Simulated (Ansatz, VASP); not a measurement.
**Al4Cl in VASP and in Ansatz**

The input INCAR:

```
SYSTEM = Al4Cl
ALGO     = Normal         ! electronic algorithm
EDIFF    = 1E-6           ! SCF threshold, eV
EDIFFG   = -0.04          ! ionic threshold
ENCUT    = 600            ! plane-wave cutoff, eV
GGA      = PE             ! functional
IBRION   = 2              ! ionic algorithm
ISIF     = 3              ! what is computed and relaxed
ISMEAR   = 0              ! smearing method
LASPH    = .True.         ! aspherical terms in the spheres
LCHARG   = .False.        ! write CHGCAR
LREAL    = .False.        ! projectors in reciprocal space
LWAVE    = .False.        ! write WAVECAR
NELM     = 100            ! most SCF steps
NSW      = 90             ! ionic steps
PREC     = Accurate       ! precision mode
SIGMA    = 0.1            ! smearing width, eV
```

KPOINTS

```
k-points
0
Gamma
  4 4 2
  0 0 0
```

The input POSCAR:

```
Al4Cl
1.0
    5.0438718822      0.0000000000      0.0000000000
    2.4157154094      4.4770283410      0.0000000000
    0.0093584245      1.4195790087      9.6704791851
Al Cl
8 2
Direct
    0.7108499386      0.6025949052      0.9428324710
    0.7214701939      0.5816796808      0.4299178514
    0.5272702554      0.2119267047      0.8193109477
    0.4702571636      0.2236429951      0.3191619500
    0.5329425015      0.7656722425      0.6741669859
    0.4528834165      0.7988277657      0.1728330480
    0.2871941479      0.4078822927      0.5630449911
    0.2860971700      0.4044794085      0.0500038980
    0.0219545059      0.9999532815      0.7632080356
    0.9890807069      0.0033407233      0.2655198213
```

Input for Ansatz:

```yaml
crystal:
  lattice:
    - [5.0438718822, 0.0, 0.0]
    - [2.4157154094, 4.477028341, 0.0]
    - [0.0093584245, 1.4195790087, 9.6704791851]
  atoms:
    - { symbol: Al, position: [0.7108499386, 0.6025949052, 0.942832471] }
    - { symbol: Al, position: [0.7214701939, 0.5816796808, 0.4299178514] }
    - { symbol: Al, position: [0.5272702554, 0.2119267047, 0.8193109477] }
    - { symbol: Al, position: [0.4702571636, 0.2236429951, 0.31916195] }
    - { symbol: Al, position: [0.5329425015, 0.7656722425, 0.6741669859] }
    - { symbol: Al, position: [0.4528834165, 0.7988277657, 0.172833048] }
    - { symbol: Al, position: [0.2871941479, 0.4078822927, 0.5630449911] }
    - { symbol: Al, position: [0.28609717, 0.4044794085, 0.050003898] }
    - { symbol: Cl, position: [0.0219545059, 0.9999532815, 0.7632080356] }
    - { symbol: Cl, position: [0.9890807069, 0.0033407233, 0.2655198213] }
basis:
  ecutwfc: 420
kpoints:
  mp_grid: { grid: [4, 4, 2] }
hamiltonian:
  xc: pbe
scf:
  occupations: { method: gaussian, width: 0.1 }
  lower_state_search: "off"
output:
  forces: true
  stress: true
  eigenvalues: true
relax:
  adjacent_minimum: "off"
  f_tol: 0.04
  max_steps: 70
  cell: { stress_tol: 0.4 }
```

Change from the starting cell: the structure that the rattled cell fell into.

Alike in both runs: task relaxation of cell and atoms; functional PBE; k mesh 4 × 4 × 2; occupations gaussian, width 0.1 eV; no spin polarisation.

|  | VASP | Ansatz |
| --- | --- | --- |
| version | VASP 6.6.1 | Ansatz 0.2.0 |
| potentials or method | VASP PAW PBE potentials, release 64 (Al, Cl), cutoff 600 eV | scalar-relativistic, plane waves, PAW |
| valence electrons in the cell | 38 | 38 |

|  | VASP | Ansatz | Ansatz less VASP |
| --- | --- | --- | --- |
| gap on the k mesh at the Fermi level, each at its own relaxed structure (eV) | none | none | - |
| relaxed volume (Å³/atom) | 22.17 | 22.08 | -0.082 |
| relaxed cell length with the largest relative difference (Å) | 4.839 | 4.862 | +0.0232 |

A gap of «none» marks a metal or a gap that the smearing closes.
